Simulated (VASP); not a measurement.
# BN in VASP: a series of runs

The runs below take BN through single point, with LDA.

All numbers are computed with VASP 6.6.1; they aren't measurements. Logs are shortened: lines on timing, memory, paths and dates and some standing lists are left out, and cuts for length are marked.

### Step 1. The cell of the first run

The structure is hexagonal, space group P6_3/mmc (No. 194). Conventional cell: a = 2.537 Å, b = 2.537 Å, c = 7.784 Å, α = 90.00°, β = 90.00°, γ = 120.00°. B (site symmetry -6m2) has 3 N at 1.46 Å within 2.0 Å. N (site symmetry -6m2) has 3 B at 1.46 Å within 2.0 Å.

### Step 2. Single point, LDA

INCAR

```
  PREC = Accurate
  ENCUT = 520
  EDIFF = 1E-6
  ISMEAR = -1
  SIGMA = 0.02
  LREAL = False
  LASPH = True
  NELM = 60
  ALGO = Normal
  ISIF = 2
  LWAVE = False
  LCHARG = False
  NBANDS = 16
```

KPOINTS

```
Automatic mesh
0
Gamma
  15 15 5
```

POSCAR

```
BN
1.0
    2.5373053730      0.0000000000      0.0000000000
   -1.2686526865      2.1973709101      0.0000000000
    0.0000000000      0.0000000000      7.7835795176
B N
2 2
Direct
    0.3333333300      0.6666666700      0.2500000000
    0.6666666700      0.3333333300      0.7500000000
    0.3333333300      0.6666666700      0.7500000000
    0.6666666700      0.3333333300      0.2500000000
```

Potentials or basis: VASP PAW LDA potentials, release 64 (B, N).

Command:

```console
$ cat potpaw_LDA.64/B/POTCAR potpaw_LDA.64/N/POTCAR > POTCAR
$ mpirun -np 1 vasp_std > vasp.out
```

OUTCAR:

```text
PREC = Accurate
   ENCUT = 520
   EDIFF = 1E-6
   ISMEAR = -1
   LREAL = False
   LASPH = True
   NELM = 60
   ISIF = 2

 ion  position               nearest neighbor table
   1  0.333  0.667  0.250-   4 1.46   4 1.46   4 1.46
   2  0.667  0.333  0.750-   3 1.46   3 1.46   3 1.46
   3  0.333  0.667  0.750-   2 1.46   2 1.46   2 1.46
   4  0.667  0.333  0.250-   1 1.46   1 1.46   1 1.46

  LATTYP: Found a hexagonal cell.
 ALAT       =     2.5373053730
 C/A-ratio  =     3.0676557897

  Lattice vectors:

 A1 = (   2.5373053730,   0.0000000000,   0.0000000000)
 A2 = (  -1.2686526865,   2.1973709101,   0.0000000000)
 A3 = (   0.0000000000,   0.0000000000,   7.7835795176)

Analysis of symmetry for initial positions (statically):
=====================================================================
 Subroutine PRICEL returns:
 Original cell was already a primitive cell.

 Routine SETGRP: Setting up the symmetry group for a
 hexagonal supercell.

 Subroutine GETGRP returns: Found 24 space group operations
 (whereof 12 operations were pure point group operations)
 out of a pool of 24 trial point group operations.

The static configuration has the point symmetry D_3d.
 The point group associated with its full space group is D_6h.

Analysis of symmetry for dynamics (positions and initial velocities):
=====================================================================
 Subroutine PRICEL returns:
 Original cell was already a primitive cell.

 Routine SETGRP: Setting up the symmetry group for a
 hexagonal supercell.

 Subroutine GETGRP returns: Found 24 space group operations
 (whereof 12 operations were pure point group operations)
 out of a pool of 24 trial point group operations.

The dynamic configuration has the point symmetry D_3d.
 The point group associated with its full space group is D_6h.

 Subroutine INISYM returns: Found 24 space group operations
 (whereof 12 operations are pure point group operations),
 and found     1 'primitive' translations

----------------------------------------------------------------------------------------

                                     Primitive cell

  volume of cell :      43.3966

  direct lattice vectors                    reciprocal lattice vectors
     2.537305373  0.000000000  0.000000000     0.394118899  0.227544652  0.000000000
    -1.268652687  2.197370910  0.000000000     0.000000000  0.455089305  0.000000000
     0.000000000  0.000000000  7.783579518     0.000000000  0.000000000  0.128475594

  length of vectors
     2.537305373  2.537305373  7.783579518     0.455089305  0.455089305  0.128475594

  position of ions in fractional coordinates (direct lattice)
     0.333333330  0.666666670  0.250000000
     0.666666670  0.333333330  0.750000000
     0.333333330  0.666666670  0.750000000
     0.666666670  0.333333330  0.250000000

  ion indices of the primitive-cell ions
   primitive index   ion index
                 1           1
                 2           2
                 3           3
                 4           4

----------------------------------------------------------------------------------------

 KPOINTS: Automatic mesh

Automatic generation of k-mesh.
 Grid dimensions read from file:
 generate k-points for:   15   15    5

 Generating k-lattice:

  Cartesian coordinates                     Fractional coordinates (reciprocal lattice)
     0.026274593  0.015169643  0.000000000     0.066666667  0.000000000  0.000000000
     0.000000000  0.030339287  0.000000000     0.000000000  0.066666667  0.000000000
     0.000000000  0.000000000  0.025695119     0.000000000  0.000000000  0.200000000

  Length of vectors
     0.030339287  0.030339287  0.025695119

  Shift w.r.t. Gamma in fractional coordinates (k-lattice)
     0.000000000  0.000000000  0.000000000

 Subroutine IBZKPT returns following result:
 ===========================================

 Found     81 irreducible k-points:

 Following reciprocal coordinates:
            Coordinates               Weight
  0.000000  0.000000  0.000000      1.000000
  0.066667  0.000000  0.000000      6.000000
  0.133333  0.000000  0.000000      6.000000
  0.200000  0.000000  0.000000      6.000000
  0.266667  0.000000  0.000000      6.000000
  0.333333  0.000000  0.000000      6.000000
[... 16 lines left out ...]
  0.333333  0.200000  0.000000     12.000000
  0.400000  0.200000  0.000000      6.000000
 [... further k-points ...]
   k-points           NKPTS =     81   k-points in BZ     NKDIM =     81   number of bands    NBANDS=     16
   number of dos      NEDOS =    301   number of ions     NIONS =      4
   total plane-waves  NPLWV =  24000
   dimension x,y,z NGX =    20 NGY =   20 NGZ =   60
   dimension x,y,z NGXF=    40 NGYF=   40 NGZF=  120
   ions per type =               2   2
   NGX,Y,Z   is equivalent  to a cutoff of  13.10, 13.10, 12.82 a.u.
   NGXF,Y,Z  is equivalent  to a cutoff of  26.21, 26.21, 25.63 a.u.
 SYSTEM =  unknown system
   PREC   = accura    normal or accurate (medium, high low for compatibility)
   ISTART =      0    job   : 0-new  1-cont  2-samecut
   ICHARG =      2    charge: 1-file 2-atom 10-const
   ISPIN  =      1    spin polarized calculation?
   LNONCOLLINEAR =      F non collinear calculations
   LSORBIT =      F    spin-orbit coupling
   LASPH  =      T    aspherical Exc in radial PAW
   ENCUT  =  520.0 eV  38.22 Ry    6.18 a.u.   4.72  4.72 14.47*2*pi/ulx,y,z
   NELM   =     60;   NELMIN=  2; NELMDL= -5     # of ELM steps
   EDIFF  = 0.1E-05   stopping-criterion for ELM
   LREAL  =      F    real-space projection
   EDIFFG = 0.1E-04   stopping-criterion for IOM
   NSW    =      0    number of steps for IOM
   IBRION =     -1    ionic relax: 0-MD 1-quasi-New 2-CG
   NFREE  =      0    steps in history (QN), initial steepest desc. (CG)
   ISIF   =      2    stress and relaxation
   ISYM   =      2    0-nonsym 1-usesym 2-fastsym
   POTIM  = 0.5000    time-step for ionic-motion
   TEBEG  =    0.0;   TEEND  =   0.0 temperature during run
   PSTRESS=    0.0 pullay stress
   NELECT =      16.0000    total number of electrons
   NUPDOWN=      -1.0000    fix difference up-down
   EMIN   =  10.00;   EMAX   =-10.00  energy-range for DOS
   EFERMI =   0.00;   METHOD = LEGACY
   ISMEAR =    -1;   SIGMA  =   0.02  broadening in eV -4-tet -1-fermi 0-gaus
   EFERMI_NEDOS =   21; number of points for ismear=-14 and -15
   IALGO  =     38    algorithm
   IMIX   =      4    mixing-type and parameters
     AMIX     =   0.40;   BMIX     =  1.00
     AMIX_MAG =   1.60;   BMIX_MAG =  1.00
  volume/ion in A,a.u.               =      10.85        73.21
  Fermi-wavevector in a.u.,A,eV,Ry     =   1.173896  2.218342 18.749265  1.378032
  Thomas-Fermi vector in A             =   2.310302
   LORBIT       =      0    0 simple, 1 ext, 2 COOP (PROOUT), +10 PAW based schemes
   GGA     = CA    functional components
   LHFCALC =     F    Hartree Fock is set to
   AEXX    =    0.0000 exact exchange contribution
   IVDW    =     0    specifies the selected vdW correction
   LEPSILON=     F    determine dielectric tensor
   LRPA    =     F    only Hartree local field effects (RPA)
 non-spin polarized calculation
  energy-cutoff  :      520.00
  volume of cell :       43.40
 maximum number of plane-waves:      1193
 NGX is ok and might be reduce to    20
   NGX =  9   NGY =  9   NGZ = 29

 number of electron      16.0000000 magnetization

 Free energy of the ion-electron system (eV)
  ---------------------------------------------------
  ext. energy  EPLUGINS =         0.00000000
  ---------------------------------------------------
  free energy    TOTEN  =       -38.44684809 eV

  energy without entropy =      -38.44684809  energy(sigma->0) =      -38.44684809

 E-fermi :   1.1937     XC(G=0):  -9.4479

 val. band max:        0.7957506534   @ k =   0.3333   0.3333   0.4000
 cond. band min:       5.0112472633   @ k =   0.0000   0.0000   0.0000
 fundamental gap:      4.2154966099
 Fermi energy:         1.1936853541

 k-point     1 :       0.0000    0.0000    0.0000
  band No.  band energies     occupation
      1     -16.4650      2.00000
      2     -16.3784      2.00000
      3      -4.7921      2.00000
      4      -3.8046      2.00000
      5      -0.6001      2.00000
      6      -0.6001      2.00000
[... 8 lines left out ...]
     15      11.9589      0.00000
     16      12.9086      0.00000

 k-point     2 :       0.0667    0.0000    0.0000
  band No.  band energies     occupation
      1     -16.3813      2.00000
      2     -16.2957      2.00000
      3      -4.6771      2.00000
      4      -3.6965      2.00000
      5      -0.9500      2.00000
      6      -0.9472      2.00000
[... 8 lines left out ...]
     15      12.3255      0.00000
     16      12.6468      0.00000

 k-point     3 :       0.1333    0.0000    0.0000
  band No.  band energies     occupation
      1     -16.1331      2.00000
      2     -16.0504      2.00000
      3      -4.3350      2.00000
      4      -3.3758      2.00000
      5      -1.8891      2.00000
      6      -1.8837      2.00000
[... 8 lines left out ...]
     15      13.3208      0.00000
     16      13.3533      0.00000

 k-point     4 :       0.2000    0.0000    0.0000
  band No.  band energies     occupation
      1     -15.7300      2.00000
      2     -15.6524      2.00000
      3      -3.7754      2.00000
      4      -3.1740      2.00000
      5      -3.1668      2.00000
      6      -2.8544      2.00000
[... 8 lines left out ...]
     15      13.5349      0.00000
     16      14.8437      0.00000
[... 324 lines left out ...]
 k-point    22 :       0.2667    0.2000    0.0000
  band No.  band energies     occupation
      1     -13.8247      2.00000
      2     -13.7794      2.00000
      3      -6.4648      2.00000
      4      -6.4500      2.00000
      5      -4.5286      2.00000
      6      -4.5127      2.00000
[... 8 lines left out ...]
     15      14.5044      0.00000
     16      16.1682      0.00000

 k-point    23 :       0.3333    0.2000    0.0000
  band No.  band energies     occupation
      1     -13.3215      2.00000
      2     -13.2932      2.00000
      3      -7.1847      2.00000
      4      -7.1621      2.00000
      5      -4.9112      2.00000
      6      -4.8946      2.00000
[... 8 lines left out ...]
     15      14.9304      0.00000
     16      16.2892      0.00000

 k-point    24 :       0.4000    0.2000    0.0000
  band No.  band energies     occupation
      1     -13.1095      2.00000
      2     -13.0950      2.00000
      3      -7.4749      2.00000
      4      -7.4493      2.00000
      5      -5.0354      2.00000
      6      -5.0184      2.00000
[... 8 lines left out ...]
     15      14.7975      0.00000
     16      16.0503      0.00000

 [... further k-points ...]

------------------------ aborting loop because EDIFF is reached ----------------------------------------

  FORCE on cell =-STRESS in cart. coord.  units (eV):
  Direction    XX          YY          ZZ          XY          YZ          ZX
  --------------------------------------------------------------------------------------
  -------------------------------------------------------------------------------------
  Total       -4.4722650     -4.4722650     -0.3919300      0.0000000      0.0000000      0.0000000
  in kB     -165.1135191   -165.1135191    -14.4698370      0.0000000      0.0000000      0.0000000
  external PRESSURE =    -114.8989584 kB  Pullay stress =       0.0000000 kB

 VOLUME and BASIS-vectors are now :
 -----------------------------------------------------------------------------
  energy-cutoff  :      520.00
  volume of cell :       43.40
      direct lattice vectors                 reciprocal lattice vectors
     2.537305373  0.000000000  0.000000000     0.394118899  0.227544652  0.000000000
    -1.268652687  2.197370910  0.000000000     0.000000000  0.455089305  0.000000000
     0.000000000  0.000000000  7.783579518     0.000000000  0.000000000  0.128475594

 POSITION                                       TOTAL-FORCE (eV/Angst)
 -----------------------------------------------------------------------------------
     -0.00000      1.46491      1.94589        -0.000000      0.000000      0.000000
      1.26865      0.73246      5.83768         0.000000     -0.000000      0.000000
     -0.00000      1.46491      5.83768        -0.000000      0.000000      0.000000
      1.26865      0.73246      1.94589         0.000000      0.000000      0.000000
 -----------------------------------------------------------------------------------
    total drift:                               -0.000002      0.000001      0.000000

  FREE ENERGIE OF THE ION-ELECTRON SYSTEM (eV)
  ---------------------------------------------------
  free  energy   TOTEN  =       -38.4468480878 eV

  energy  without entropy=      -38.4468480878  energy(sigma->0) =      -38.44684809
```

Run time: 73 s. Hardware: 1 thread of Intel Xeon 8259CL, shared host; peak memory 0.17 GiB.

Results:

- Free energy: -38.4468 eV
- Pressure: -11.5 GPa
- Band gap on the k mesh: 4.22 eV (least direct gap 4.44 eV)

Stress tensor (GPa, compression positive):
```
-16.51   0.00   0.00
  0.00 -16.51   0.00
  0.00   0.00  -1.45
```

Caveat: the cell stands under tension; an odd mesh through Γ misses points on the zone boundary, where band edges can lie.

### Step 3. Single point, LDA

This run uses another cell than the first one, of 10.53 Å³/atom.

INCAR

```
SYSTEM = BN
PREC = Accurate
ENCUT = 520
EDIFF = 1E-6
ISMEAR = -1
SIGMA = 0.02
LREAL = .FALSE.
LASPH = .TRUE.
NELM = 60
ALGO = Normal
ISIF = 2
LWAVE = .FALSE.
LCHARG = .FALSE.
NBANDS = 16
```

KPOINTS

```
Automatic mesh
0
G
  15 15 5
  0 0 0
```

POSCAR

```
BN
1.0
    2.5124282281      0.0000000000      0.0000000000
   -1.2562141141      2.1758266707      0.0000000000
    0.0000000000      0.0000000000      7.7072650000
B N
2 2
Direct
    0.3333333300      0.6666666700      0.2629747712
    0.6666666700      0.3333333300      0.7500000000
    0.3333333300      0.6666666700      0.7500000000
    0.6666666700      0.3333333300      0.2500000000
```

Potentials or basis: VASP PAW LDA potentials, release 64 (B, N).

Command:

```console
$ cat potpaw_LDA.64/B/POTCAR potpaw_LDA.64/N/POTCAR > POTCAR
$ mpirun -np 1 vasp_std > vasp.out
```

Wall time 99 s (1 thread of Intel Xeon 8259CL, shared host); peak memory 0.18 GiB.

The run converged. Its results:

| Quantity | Value |
| --- | --- |
| Free energy | -38.4430 eV |
| Pressure | -6.3 GPa |
| Largest force | 1.457 eV/Å |
| Band gap on the k mesh | 4.15 eV (least direct gap 4.47 eV) |

Forces in eV/Å, atoms in the order of the input:
```
B    0.000  0.000 -1.449
B    0.000  0.000  0.050
N    0.000  0.000 -0.057
N    0.000  0.000  1.457
```

Stress tensor (GPa, compression positive):
```
-8.40  0.00  0.00
 0.00 -8.40  0.00
 0.00  0.00 -2.07
```

Levels at points of the mesh, in eV from the valence-band top:
| k point | band 6 | band 7 | band 8 | band 9 | band 10 | band 11 |
| --- | --- | --- | --- | --- | --- | --- |
| (0.00, 0.00, 0.00) | -1.37 | -1.28 | -1.28 | 4.15 | 8.20 | 10.83 |

Caveat: the cell stands under tension; an odd mesh through Γ misses points on the zone boundary, where band edges can lie; forces of over 1 eV/Å act on the atoms, so gaps and moduli don't describe the material at rest.
